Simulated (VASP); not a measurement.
# Al3Ni2 (P-3m1) in VASP: a series of runs

Al3Ni2 is run at these levels: PBEsol; tasks: single point.

Everything below comes from runs of VASP 6.6.1. Logs are shortened: lines on timing, memory, paths and dates and some standing lists are left out, and cuts for length are marked.

## Step 1: The cell of the first run

The structure is trigonal, space group P-3m1 (No. 164). The conventional cell has a = 3.903 Å, b = 3.903 Å, c = 4.859 Å, α = 90.00°, β = 90.00°, γ = 120.00°. Al (site symmetry -3m) has 6 Ni at 2.36 Å and 6 Al at 2.83 Å within 3.1 Å. Within 3.2 Å of Al (site symmetry 3m) lie 5 Ni at 2.42 to 2.47 Å and 6 Al at 2.67 to 2.83 Å. Ni (site symmetry 3m) has 8 Al at 2.36 to 2.47 Å and 3 Ni at 2.66 Å within 3.1 Å.

## Step 2: Single point, PBEsol (strain -0.025 along x and y, +0.000 along z)

INCAR reads:

```
SYSTEM = Al3Ni2
  ALGO = Fast
  EDIFF = 1E-6
  ENCUT = 520
  GGA = PS
  ISIF = 2
  ISMEAR = 0
  LASPH = .True.
  LCHARG = .False.
  LREAL = .False.
  LWAVE = .False.
  NBANDS = 22
  NELM = 60
  PREC = Accurate
  SIGMA = 0.15
```

KPOINTS reads:

```
k-points
0
Gamma
  12 12 10
  0 0 0
```

POSCAR reads:

```
Al3Ni2
1.0
    3.9030611522      0.0000000000      0.0000000000
   -1.9515305761      3.3801501104      0.0000000000
    0.0000000000      0.0000000000      4.8594646107
Al Ni
3 2
Direct
    0.0000000000      0.0000000000      0.0000000000
    0.3333333333      0.6666666667      0.6477829059
    0.6666666667      0.3333333333      0.3522170941
    0.3333333333      0.6666666667      0.1455709067
    0.6666666667      0.3333333333      0.8544290933
```

Potentials or basis: VASP PAW PBE potentials, release 64 (Al, Ni).

Command:

```bash
$ cat potpaw_PBE.64/Al/POTCAR potpaw_PBE.64/Ni/POTCAR > POTCAR
$ mpirun -np 1 vasp_std > vasp.out
```

OUTCAR:

```text
SYSTEM = Al3Ni2
   EDIFF = 1E-6
   ENCUT = 520
   GGA = PS
   ISIF = 2
   ISMEAR = 0
   LASPH = .True.
   LREAL = .False.
   NELM = 60
   PREC = Accurate

 ion  position               nearest neighbor table
   1  0.000  0.000  0.000-   4 2.36   5 2.36   5 2.36   4 2.36   5 2.36   4 2.36   2 2.83   3 2.83
                             2 2.83   3 2.83   3 2.83   2 2.83
   2  0.333  0.667  0.648-   4 2.42   4 2.44   5 2.47   5 2.47   5 2.47   3 2.67   3 2.67   3 2.67
                             1 2.83   1 2.83   1 2.83
   3  0.667  0.333  0.352-   5 2.42   5 2.44   4 2.47   4 2.47   4 2.47   2 2.67   2 2.67   2 2.67
                             1 2.83   1 2.83   1 2.83
   4  0.333  0.667  0.146-   1 2.36   1 2.36   1 2.36   2 2.42   2 2.44   3 2.47   3 2.47   3 2.47
                             5 2.66   5 2.66   5 2.66
   5  0.667  0.333  0.854-   1 2.36   1 2.36   1 2.36   3 2.42   3 2.44   2 2.47   2 2.47   2 2.47
                             4 2.66   4 2.66   4 2.66

  LATTYP: Found a hexagonal cell.
 ALAT       =     3.9030611522
 C/A-ratio  =     1.2450393220

  Lattice vectors:

 A1 = (   3.9030611522,   0.0000000000,   0.0000000000)
 A2 = (  -1.9515305761,   3.3801501104,   0.0000000000)
 A3 = (   0.0000000000,   0.0000000000,   4.8594646107)

Analysis of symmetry for initial positions (statically):
=====================================================================
 Subroutine PRICEL returns:
 Original cell was already a primitive cell.

 Routine SETGRP: Setting up the symmetry group for a
 hexagonal supercell.

 Subroutine GETGRP returns: Found 12 space group operations
 (whereof 12 operations were pure point group operations)
 out of a pool of 24 trial point group operations.

The static configuration has the point symmetry D_3d.

Analysis of symmetry for dynamics (positions and initial velocities):
=====================================================================
 Subroutine PRICEL returns:
 Original cell was already a primitive cell.

 Routine SETGRP: Setting up the symmetry group for a
 hexagonal supercell.

 Subroutine GETGRP returns: Found 12 space group operations
 (whereof 12 operations were pure point group operations)
 out of a pool of 24 trial point group operations.

The dynamic configuration has the point symmetry D_3d.

 Subroutine INISYM returns: Found 12 space group operations
[... 96 lines left out ...]
   ICHARG =      2    charge: 1-file 2-atom 10-const
   ISPIN  =      1    spin polarized calculation?
   LNONCOLLINEAR =      F non collinear calculations
   LSORBIT =      F    spin-orbit coupling
   LASPH  =      T    aspherical Exc in radial PAW
   ENCUT  =  520.0 eV  38.22 Ry    6.18 a.u.   7.26  7.26  9.04*2*pi/ulx,y,z
   NELM   =     60;   NELMIN=  2; NELMDL= -5     # of ELM steps
   EDIFF  = 0.1E-05   stopping-criterion for ELM
   LREAL  =      F    real-space projection
   EDIFFG = 0.1E-04   stopping-criterion for IOM
   NSW    =      0    number of steps for IOM
   IBRION =     -1    ionic relax: 0-MD 1-quasi-New 2-CG
   NFREE  =      0    steps in history (QN), initial steepest desc. (CG)
   ISIF   =      2    stress and relaxation
   ISYM   =      2    0-nonsym 1-usesym 2-fastsym
   POTIM  = 0.5000    time-step for ionic-motion
   TEBEG  =    0.0;   TEEND  =   0.0 temperature during run
   PSTRESS=    0.0 pullay stress
   NELECT =      29.0000    total number of electrons
   NUPDOWN=      -1.0000    fix difference up-down
   EMIN   =  10.00;   EMAX   =-10.00  energy-range for DOS
   EFERMI =   0.00;   METHOD = LEGACY
   ISMEAR =     0;   SIGMA  =   0.15  broadening in eV -4-tet -1-fermi 0-gaus
   EFERMI_NEDOS =   21; number of points for ismear=-14 and -15
   IALGO  =     68    algorithm
   IMIX   =      4    mixing-type and parameters
     AMIX     =   0.40;   BMIX     =  1.00
     AMIX_MAG =   1.60;   BMIX_MAG =  1.00
  volume/ion in A,a.u.               =      12.82        86.53
  Fermi-wavevector in a.u.,A,eV,Ry     =   1.256698  2.374815 21.487542  1.579290
  Thomas-Fermi vector in A             =   2.390393
   LORBIT       =      0    0 simple, 1 ext, 2 COOP (PROOUT), +10 PAW based schemes
   GGA     = PS    functional components
   LHFCALC =     F    Hartree Fock is set to
   AEXX    =    0.0000 exact exchange contribution
   IVDW    =     0    specifies the selected vdW correction
   LEPSILON=     F    determine dielectric tensor
   LRPA    =     F    only Hartree local field effects (RPA)
 non-spin polarized calculation
 RMM-DIIS sequential band-by-band and
 Gauss-broadening in eV      SIGMA  =   0.15
  energy-cutoff  :      520.00
  volume of cell :       64.11
 maximum number of plane-waves:      1753
 NGX is ok and might be reduce to    30
   NGX = 15   NGY = 15   NGZ = 19

 number of electron      29.0000020 magnetization

 Free energy of the ion-electron system (eV)
  ---------------------------------------------------
  ext. energy  EPLUGINS =         0.00000000
  ---------------------------------------------------
  free energy    TOTEN  =       -27.56732734 eV

  energy without entropy =      -27.55248075  energy(sigma->0) =      -27.55990404

 E-fermi :   9.1036     XC(G=0): -11.5924

 val. band max:        9.0963078907   @ k =   0.1667   0.1667   0.5000
 cond. band min:       9.1054110355   @ k =   0.2500   0.0000   0.2000
 fundamental gap:      0.0091031448
 Fermi energy:         9.1036432180

 k-point     1 :       0.0000    0.0000    0.0000
  band No.  band energies     occupation
      1      -1.8025      2.00000
      2       3.5492      2.00000
      3       3.9679      2.00000
      4       5.2893      2.00000
      5       5.2893      2.00000
      6       5.8739      2.00000
[... 589 lines left out ...]
     21      15.5743      0.00000
     22      15.8973      0.00000

 [... further k-points ...]
[... 5 lines left out ...]
  --------------------------------------------------------------------------------------
  -------------------------------------------------------------------------------------
  Total        4.0109588      4.0109588      1.8052464      0.0000000      0.0000000      0.0000000
  in kB      100.2372204    100.2372204     45.1146210      0.0000000      0.0000000      0.0000000
  external PRESSURE =      81.8630206 kB  Pullay stress =       0.0000000 kB

 VOLUME and BASIS-vectors are now :
 -----------------------------------------------------------------------------
  energy-cutoff  :      520.00
  volume of cell :       64.11
      direct lattice vectors                 reciprocal lattice vectors
     3.903061152  0.000000000  0.000000000     0.256209155  0.147922425  0.000000000
    -1.951530576  3.380150110  0.000000000     0.000000000  0.295844849  0.000000000
     0.000000000  0.000000000  4.859464611     0.000000000  0.000000000  0.205783987

 POSITION                                       TOTAL-FORCE (eV/Angst)
 -----------------------------------------------------------------------------------
      0.00000      0.00000      0.00000         0.000000     -0.000000      0.000000
     -0.00000      2.25343      3.14788         0.000000      0.000000     -0.064747
      1.95153      1.12672      1.71159        -0.000000     -0.000000      0.064747
     -0.00000      2.25343      0.70740        -0.000000     -0.000000      0.137864
      1.95153      1.12672      4.15207         0.000000      0.000000     -0.137864
 -----------------------------------------------------------------------------------
    total drift:                               -0.000000      0.000000      0.000000

  FREE ENERGIE OF THE ION-ELECTRON SYSTEM (eV)
  ---------------------------------------------------
  free  energy   TOTEN  =       -27.5673273352 eV

  energy  without entropy=      -27.5524807483  energy(sigma->0) =      -27.55990404
```

OSZICAR:

```text
N       E                     dE             d eps       ncg     rms          rms(c)
DAV:   1     0.140556322188E+03    0.14056E+03   -0.11887E+04  7152   0.136E+03
DAV:   2    -0.236479630050E+02   -0.16420E+03   -0.15512E+03  7170   0.276E+02
DAV:   3    -0.310910151398E+02   -0.74431E+01   -0.72595E+01  8772   0.745E+01
[... 11 lines left out ...]
RMM:  15    -0.275673496668E+02   -0.14972E-04   -0.12912E-04 10301   0.756E-02    0.535E-02
RMM:  16    -0.275673283306E+02    0.21336E-04   -0.59070E-05  8170   0.746E-02    0.543E-02
RMM:  17    -0.275673287193E+02   -0.38872E-06   -0.10314E-05  8166   0.381E-02    0.163E-02
RMM:  18    -0.275673263895E+02    0.23298E-05   -0.51671E-06  7293   0.201E-02    0.422E-02
RMM:  19    -0.275673273352E+02   -0.94568E-06   -0.18021E-06  5041   0.853E-03
   1 F= -.27567327E+02 E0= -.27559904E+02  d E =-.148466E-01
```

stdout:

```text
POSCAR found type information on POSCAR AlNi
 POSCAR found :  2 types and       5 ions
 scaLAPACK will be used
 -----------------------------------------------------------------------------
|                                                                             |
|                                                                             |
|     You enforced a specific xc type in the INCAR file but a different       |
|     I HOPE YOU KNOW WHAT YOU ARE DOING!                                     |
|                                                                             |
 -----------------------------------------------------------------------------

 LDA part: xc-table for (Slater+PW92), standard interpolation
 POSCAR, INCAR and KPOINTS ok, starting setup
 FFT: planning ... GRIDC
 FFT: planning ... GRID_SOFT
 FFT: planning ... GRID
 WAVECAR not read
 entering main loop
```

Run time: 2.7 min. Hardware: 1 thread of Intel Xeon Platinum 8488C (Sapphire Rapids), shared host; peak memory 0.32 GiB.

Results:

```
Free energy            : -27.5673 eV
Pressure               : 8.2 GPa
Largest force          : 0.138 eV/Å
Band gap on the k mesh : zero (an odd number of electrons rules out a gap without spin polarisation)
```

Forces on the atoms (eV/Å):
```
Al   0.000  0.000  0.000
Al   0.000  0.000 -0.065
Al   0.000  0.000  0.065
Ni   0.000  0.000  0.138
Ni   0.000  0.000 -0.138
```

Stress tensor (GPa, compression positive):
```
10.02  0.00  0.00
 0.00 10.02  0.00
 0.00  0.00  4.51
```

Caveat: the cell differs from its parent crystal (strain -0.025 along x and y, +0.000 along z); the cell stands under pressure; the PAW data sets were made with another functional, which shifts forces and pressure a little. Spin polarisation is off, so any magnetic state and its effect on volume and gap are missing.

## Step 3: Single point, PBEsol (strain +0.000 along x and y, -0.025 along z)

INCAR reads:

```
SYSTEM = Al3Ni2
  PREC = Accurate
  ENCUT = 520
  EDIFF = 1E-7
  ISMEAR = 0
  SIGMA = 0.15
  LREAL = .False.
  LASPH = .True.
  NELM = 100
  ALGO = Fast
  ISIF = 2
  LWAVE = .False.
  LCHARG = .False.
  GGA = PS
  NBANDS = 22
```

KPOINTS reads:

```
regular mesh
0
Gamma
  12 12 10
  0 0 0
```

POSCAR: that of step 2 with these lines changed.

```diff
@@ -2,5 +2,5 @@
 1.0
-    3.9030611522      0.0000000000      0.0000000000
-   -1.9515305761      3.3801501104      0.0000000000
-    0.0000000000      0.0000000000      4.8594646107
+    4.0031396433      0.0000000000      0.0000000000
+   -2.0015698216      3.4668206260      0.0000000000
+    0.0000000000      0.0000000000      4.7379779954
 Al Ni
```

Potentials or basis: VASP PAW PBE potentials, release 64 (Al, Ni).

Command:

```bash
$ cat potpaw_PBE.64/Al/POTCAR potpaw_PBE.64/Ni/POTCAR > POTCAR
$ mpirun -np 1 vasp_std > vasp.out
```

Run time: 2.7 min. Hardware: 1 thread of Intel Xeon Platinum 8488C (Sapphire Rapids), shared host; peak memory 0.33 GiB.

Results (log left out):

* Free energy: -27.6228 eV
* Pressure: 4.1 GPa
* Largest force: 0.079 eV/Å
* Band gap on the k mesh: zero (an odd number of electrons rules out a gap without spin polarisation)

Forces in eV/Å, atoms in the order of the input:
```
Al   0.000  0.000  0.000
Al   0.000  0.000 -0.079
Al   0.000  0.000  0.079
Ni   0.000  0.000  0.012
Ni   0.000  0.000 -0.012
```

Stress tensor (GPa, compression positive):
```
1.92 0.00 0.00
0.00 1.92 0.00
0.00 0.00 8.62
```

Levels at points of the mesh, in eV from the Fermi level:
```
           k point  band 11  band 12  band 13  band 14  band 15  band 16  band 17  band 18  band 19  band 20
(0.00, 0.00, 0.00)    -1.76    -1.74    -1.34     1.15     1.15     3.07     3.07     4.29     4.74     7.02
(0.50, 0.00, 0.00)    -2.14    -1.89    -1.61    -1.52    -1.18     1.51     2.16     2.32     4.92     5.47
(0.00, 0.00, 0.50)    -1.81    -1.81     2.73     2.73     2.78     2.78     3.44     4.38     4.38     4.50
(0.50, 0.00, 0.50)    -1.94    -1.78    -1.77    -1.07    -0.36     1.57     2.06     3.24     6.85     7.78
```

Caveat: the cell differs from its parent crystal (strain +0.000 along x and y, -0.025 along z); the cell stands under pressure; the PAW data sets were made with another functional, which shifts forces and pressure a little. Spin polarisation is off, so any magnetic state and its effect on volume and gap are missing.
